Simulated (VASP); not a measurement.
Write the native input for VASP 6.6.1 that does the following.

* Task: single point
* Functional: PBE
* Potentials or basis: VASP PAW PBE potentials, release 64 (Hf_pv)
* Cutoff: 500 eV
* k mesh: 18 × 18 × 10
* Occupations: gaussian, width 0.15 eV
* Spin: no spin polarisation
* Dipole correction: no
* Further INCAR settings: ALGO = Normal; EDIFF = 1e-06; NBANDS = 17

The structure of Hf lies in POSCAR:

```
Hf
1.0
    3.2048170381      0.0000000000      0.0000000000
   -1.6024085190      2.7754529695      0.0000000000
    0.0000000000      0.0000000000      4.6623000000
Hf
2
Direct
    0.3333333333      0.6666666667      0.2500000000
    0.6666666667      0.3333333333      0.7500000000
```

One way to write it, as run:

INCAR

```
PREC = Accurate ; ENCUT = 500
EDIFF = 1E-6 ; ISMEAR = 0
SIGMA = 0.15 ; LREAL = False
LASPH = True ; NELM = 120
ALGO = Normal ; ISIF = 2
LWAVE = False ; LCHARG = True
GGA = PE ; LELF = True
LVHAR = True ; NBANDS = 17
GGA_COMPAT = False
```

KPOINTS

```
regular mesh
0
Gamma
  18 18 10
```

Potentials or basis: VASP PAW PBE potentials, release 64 (Hf_pv).

Command:

```console
$ cat potpaw_PBE.64/Hf_pv/POTCAR > POTCAR
$ mpirun -np 1 vasp_std > vasp.out
```

It gave:

The pressure is 10.5 GPa and the band gap on the k mesh is zero (bands 10 and 11 overlap by 1.49 eV).

Caveat: the stress differs along the axes, from 6 to 19 GPa; spin-orbit coupling is left out, which moves the levels of the heavy elements.

Run time: 110 s on 1 thread of Intel(R) Xeon(R) Platinum 8259CL CPU @ 2.50GHz (Skylake/Cascade Lake), on a shared host, peak memory 0.25 GiB.
